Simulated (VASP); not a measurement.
Runs of VASP 6.6.1 on Nb. The structure is that of space group Fm-3m (No. 225), or close to it. The cells are those of the table. 

```tsv
cell	gap on the mesh (eV)	pressure (GPa)
a = 2.812, b = 2.812, c = 2.871 Å, angles 59.3, 59.3, 61.4°, 1 atom	none	32.9
a = 2.812, b = 2.812, c = 2.752 Å, angles 60.7, 60.7, 58.6°, 1 atom	none	45.4
a = 2.874, b = 2.874, c = 2.752 Å, angles 61.4, 61.4, 57.2°, 1 atom	none	(a)
a = 2.871 Å, angles 60.0°, 1 atom	none	22.2
a = 3.111 Å, angles 60.0°, 1 atom	none	(b)
a = 2.752 Å, angles 60.0°, 1 atom	none	59.5
a = 3.230 Å, angles 60.0°, 1 atom	none	-26.2
```

Alike in all rows: task single point; level r2SCAN; potentials or basis VASP PAW PBE potentials, release 64 (Nb_sv); no spin polarisation; k mesh 20 × 20 × 20; cutoff (eV) 520; smearing gaussian 0.15 eV.

Task: Fill in the values left out.

Result: (a) 32.3; (b) -17.4.

Caveats: the PAW data sets were made with another functional, which shifts forces and pressure a little; the cell stands under pressure (at least some runs); the cell stands under tension (at least some runs); the stress differs along the axes, from 21 to 39 GPa (at least some runs); the stress differs along the axes, from 39 to 58 GPa (at least some runs); the stress differs along the axes, from 24 to 48 GPa (at least some runs).

A k mesh can miss the band edges, and the runs leave out spin-orbit coupling on Nb.

A gap of «none» marks levels without a gap at the run's occupations.
